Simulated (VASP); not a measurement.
Wanted: the native input for a VASP 6.6.1 run.

| Quantity | Value |
| --- | --- |
| Task | single point |
| Functional | PBE |
| Potentials or basis | VASP PAW PBE potentials, release 64 (Al, Co) |
| Cutoff | 520 eV |
| k mesh | 6 × 6 × 6 |
| Occupations | gaussian, width 0.1 eV |
| Spin | collinear spin, ferromagnetic start |
| Starting moments | [0.0, 3.0, 3.0] μB |
| Dipole correction | no |
| Further INCAR settings | ALGO = Normal; EDIFF = 1e-07; NBANDS = 22 |

The structure of AlCo2 lies in POSCAR:

```
AlCo2
1.0
    0.0000000000      2.7392350101      2.7392350101
    2.7392350101      0.0000000000      2.7392350101
    2.7392350101      2.7392350101      0.0000000000
Al Co
1 2
Direct
    0.0000000000      0.0000000000      0.0000000000
    0.7500000000      0.7500000000      0.7500000000
    0.2500000000      0.2500000000      0.2500000000
```

The input as run:

INCAR

```
SYSTEM = AlCo2
ALGO = Normal ; EDIFF = 1E-7
ENCUT = 520 ; GGA = PE
ISIF = 2 ; ISMEAR = 0
ISPIN = 2 ; LASPH = .True.
LCHARG = .False. ; LMAXMIX = 4
LORBIT = 11 ; LREAL = .False.
LWAVE = .False. ; MAGMOM = 0 3 3
NBANDS = 22 ; NELM = 150
PREC = Accurate ; SIGMA = 0.1
```

KPOINTS

```
k-points
0
Gamma
  6 6 6
  0 0 0
```

Potentials or basis: VASP PAW PBE potentials, release 64 (Al, Co).

Launch:

```console
$ cat potpaw_PBE.64/Al/POTCAR potpaw_PBE.64/Co/POTCAR > POTCAR
$ mpirun -np 1 vasp_std > vasp.out
```

Results of the run:

```
Pressure                                              : 0.3 GPa
Net moment                                            : 2.15 μB per cell
Site moments                                          : Al -0.05; Co +1.13 μB
Valence electrons inside the program's atomic spheres : Al 0.92; Co 8.20
```

Run time: 32 s on 1 thread of Intel(R) Xeon(R) Platinum 8488C (Sapphire Rapids), on a shared host, peak memory 0.19 GiB.
